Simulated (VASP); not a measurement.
Wanted: the native input for a VASP 6.6.1 run.

```
Task                   : single point
Functional             : PBE
Potentials or basis    : VASP PAW PBE potentials, release 64 (Os)
Cutoff                 : 520 eV
k mesh                 : 15 × 15 × 15
Occupations            : fermi-dirac, width 0.136057 eV
Spin                   : no spin polarisation
Dipole correction      : no
Further INCAR settings : ALGO = Normal; EDIFF = 1e-06; NBANDS = 10
```

The structure of Os lies in POSCAR:

```
Os
1.0
    0.0000000000      1.9275308254      1.9275308254
    1.9275308254      0.0000000000      1.9275308254
    1.9275308254      1.9275308254      0.0000000000
Os
1
Direct
    0.0000000000      0.0000000000      0.0000000000
```

These files were run (other wordings do the same):

INCAR

```
SYSTEM = Os
  PREC = Accurate
  ENCUT = 520
  EDIFF = 1E-6
  ISMEAR = -1
  SIGMA = 0.13605693000000002
  LREAL = .FALSE.
  LASPH = .TRUE.
  NELM = 100
  ALGO = Normal
  ISIF = 2
  LWAVE = .FALSE.
  LCHARG = .FALSE.
  GGA = PE
  NBANDS = 10
```

KPOINTS

```
regular mesh
0
G
  15 15 15
  0 0 0
```

Potentials or basis: VASP PAW PBE potentials, release 64 (Os).

Command:

```sh
$ cat potpaw_PBE.64/Os/POTCAR > POTCAR
$ mpirun -np 1 vasp_std > vasp.out
```

Results of the run:

| Item | Value |
| --- | --- |
| Pressure | 0.4 GPa |
| Band gap on the k mesh | zero (band 4 reaches 11.30 eV, above the bottom of band 5 at 7.50 eV) |

Caveat: spin-orbit coupling is left out, which moves the levels of the heavy elements.

Wall time 11 s on 1 thread of Intel(R) Xeon(R) Platinum 8259CL CPU @ 2.50GHz (Skylake/Cascade Lake), on a shared host, peak memory 0.14 GiB.
